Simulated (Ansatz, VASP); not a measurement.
**Two plane-wave programs on SiC**

Contents of INCAR:

```
PREC     = Accurate       # precision mode
ENCUT    = 520            # plane-wave cutoff, eV
EDIFF    = 1E-6           # SCF threshold, eV
ISMEAR   = 0              # smearing method
SIGMA    = 0.05           # smearing width, eV
LREAL    = F              # projectors in reciprocal space
LASPH    = T              # aspherical terms in the spheres
NELM     = 80             # most SCF steps
ALGO     = Normal         # electronic algorithm
ISIF     = 2              # what is computed and relaxed
LWAVE    = F              # write WAVECAR
LCHARG   = F              # write CHGCAR
GGA      = PE             # functional
IBRION   = 2              # ionic algorithm
NSW      = 50             # ionic steps
EDIFFG   = -0.01          # ionic threshold
```

Contents of KPOINTS:

```
regular mesh
0
Gamma
  12 12 6
```

The input POSCAR:

```
SiC
1.0
    3.1723910404      0.0000000000      0.0000000000
   -1.5861955202      2.7473712317      0.0000000000
    0.0000000000      0.0000000000      5.2057566479
Si C
2 2
Direct
    0.3333333333      0.6666666667      0.0045639005
    0.6666666667      0.3333333333      0.5045639005
    0.3333333333      0.6666666667      0.3804360995
    0.6666666667      0.3333333333      0.8804360995
```

Input for Ansatz:

```yaml
crystal:
  lattice:
    - [3.1723910404, 0.0, 0.0]
    - [-1.5861955202, 2.7473712317, 0.0]
    - [0.0, 0.0, 5.2057566479]
  atoms:
    - { symbol: Si, position: [0.3333333333, 0.6666666667, 0.0045639005] }
    - { symbol: Si, position: [0.6666666667, 0.3333333333, 0.5045639005] }
    - { symbol: C, position: [0.3333333333, 0.6666666667, 0.3804360995] }
    - { symbol: C, position: [0.6666666667, 0.3333333333, 0.8804360995] }
basis:
  ecutwfc: 520.0
kpoints:
  mp_grid: { grid: [12, 12, 6] }
hamiltonian:
  xc: pbe
  pseudopotentials: { kind: paw, azcp: { folder: soft_1 } }
scf:
  occupations: { method: gaussian, width: 0.05 }
output:
  forces: true
  stress: true
  eigenvalues: true
relax:
  adjacent_minimum: "off"
  f_tol: 0.01
  max_steps: 30
```

Alike in both runs: task relaxation of the atoms; functional PBE; k mesh 12 × 12 × 6; occupations gaussian, width 0.05 eV; no spin polarisation.

|  | VASP | Ansatz |
| --- | --- | --- |
| version | VASP 6.6.1 | Ansatz 0.2.0 |
| potentials or method | VASP PAW PBE potentials, release 64 (Si, C), cutoff 520 eV | scalar-relativistic, plane waves, PAW |
| valence electrons in the cell | 16 | 16 |

```csv
,VASP,Ansatz,Ansatz less VASP
"gap on the k mesh at the Fermi level, each at its own relaxed structure (eV)",2.44,2.44,-0.002
```

Ansatz's warnings: stress scf threshold loose.
